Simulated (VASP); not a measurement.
# WC: single point with PBE

WC:

```
CELL_PARAMETERS angstrom
1.64035 -2.11804 0.00000
1.64035 2.11804 0.00000
0.00000 0.00000 4.30942
ATOMIC_POSITIONS crystal
W 0.50000 0.50000 0.50000
C 0.00000 0.00000 0.00000
```

```
Program             : VASP 6.6.1
Task                : single point
Functional          : PBE
Potentials or basis : VASP PAW PBE potentials, release 64 (W_sv, C)
Cutoff              : 520 eV
k mesh              : 10 × 10 × 6
Occupations         : fermi-dirac, width 0.05 eV
Spin                : no spin polarisation
```

* Pressure: -32.0 GPa
* Band gap on the k mesh: zero (band 9 reaches 8.95 eV, above the bottom of band 10 at 4.88 eV)

Stress tensor (GPa, compression positive):
```
-35.03   0.00   0.00
  0.00  -2.37   0.00
  0.00   0.00 -58.61
```

Levels at points of the mesh, in eV from the Fermi level:
```
           k point  band 5  band 6  band 7  band 8  band 9  band 10  band 11  band 12  band 13  band 14
(0.00, 0.00, 0.00)  -12.29   -5.59   -3.40   -3.20    1.82     2.07     2.11     2.67     2.72     2.94
(0.50, 0.00, 0.00)   -9.09   -5.83   -4.80   -3.69    1.86     1.88     2.59     3.50     4.34     4.66
(0.50, 0.50, 0.00)   -8.28   -3.73   -3.30   -2.60   -0.89    -0.73    -0.19     1.00     6.07     6.84
(0.00, 0.00, 0.50)  -11.33   -7.94   -3.37   -2.67    0.21     2.05     2.60     3.67     4.41     6.14
(0.50, 0.00, 0.50)   -9.63   -4.48   -3.93   -2.48   -0.67     0.22     2.22     2.37     2.62     6.43
(0.50, 0.50, 0.50)   -7.37   -5.68   -5.01   -2.87    0.22     1.08     2.66     3.63     4.16     6.07
```

It took 42 s on 1 thread of Intel(R) Xeon(R) Platinum 8488C (Sapphire Rapids) (shared host), peak memory 0.18 GiB.

Caveat: spin-orbit coupling is left out, which moves the levels of the heavy elements.
